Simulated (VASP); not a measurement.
Set up this calculation in VASP 6.6.1, as the native input.

```yaml
Task: single point
Functional: PBEsol
Dispersion: D3(BJ)
Potentials_or_basis: VASP PAW PBE potentials, release 64 (Al, N)
Cutoff: 600 eV
k_mesh: 10 × 10 × 10
Occupations: gaussian, width 0.02 eV
Spin: no spin polarisation
Dipole_correction: no
Further_INCAR_settings: ALGO = Normal; EDIFF = 1e-06; NBANDS = 11
```

The structure of AlN (d3) lies in POSCAR:

```
AlN
1.0
    0.0000000000      1.9880299017      1.9880299017
    1.9880299017      0.0000000000      1.9880299017
    1.9880299017      1.9880299017      0.0000000000
Al N
1 1
Direct
    0.5000000000      0.5000000000      0.5000000000
    0.0000000000      0.0000000000      0.0000000000
```

This cell differs from its parent crystal: volume scaled by 0.97.

These files were run (other wordings do the same):

INCAR

```
SYSTEM = AlN
ALGO = Normal
EDIFF = 1E-6
ENCUT = 600
GGA = PS
GGA_COMPAT = .FALSE.
ISIF = 2
ISMEAR = 0
IVDW = 12
LASPH = .TRUE.
LCHARG = .FALSE.
LREAL = .FALSE.
LWAVE = .FALSE.
NBANDS = 11
NELM = 120
PREC = Accurate
SIGMA = 0.02
```

KPOINTS

```
k-points
0
G
  10 10 10
  0 0 0
```

Potentials or basis: VASP PAW PBE potentials, release 64 (Al, N).

Launch:

```sh
$ cat potpaw_PBE.64/Al/POTCAR potpaw_PBE.64/N/POTCAR > POTCAR
$ mpirun -np 1 vasp_std > vasp.out
```

Results of the run:

| Property | Result |
| --- | --- |
| Pressure | 8.7 GPa |
| Band gap on the k mesh | 5.05 eV, indirect (least direct gap 6.41 eV) |
| Dispersion energy per atom | -0.302 eV |

Caveat: the PAW data sets were made with another functional, which shifts forces and pressure a little.

Run time: 6.2 s on 1 thread of Intel Xeon 6975P-C, on a shared host, peak memory 0.15 GiB.
